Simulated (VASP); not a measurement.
The system is LiF.

```
Li F
1.0
     0.00000    2.13067    2.16599
     2.13067    0.00000    2.16599
     2.13067    2.13067    0.00000
Li F
1 1
Direct
  0.00000 0.00000 0.00000
  0.25000 0.25000 0.25000
```

This cell differs from its parent crystal: epitaxial xy strain -0.7%.

Base run:

```yaml
Program: VASP 6.6.1
Functional: PBE
Potentials_or_basis: VASP PAW PBE potentials, release 64 (Li_sv, F)
Cutoff: 520 eV
k_mesh: 10 × 10 × 10
Occupations: fermi-dirac, width 0.02 eV
Spin: no spin polarisation
```

Its results: band gap on the k mesh 7.93 eV, direct.

**Question.** The run is repeated on the same cell with these changes: functional from PBE to r2SCAN; occupations from fermi-dirac, width 0.02 eV to gaussian, width 0.01 eV. What comes out?

**Answer.** Band gap on the k mesh 8.77 eV, direct.

A k mesh can miss the band edges.
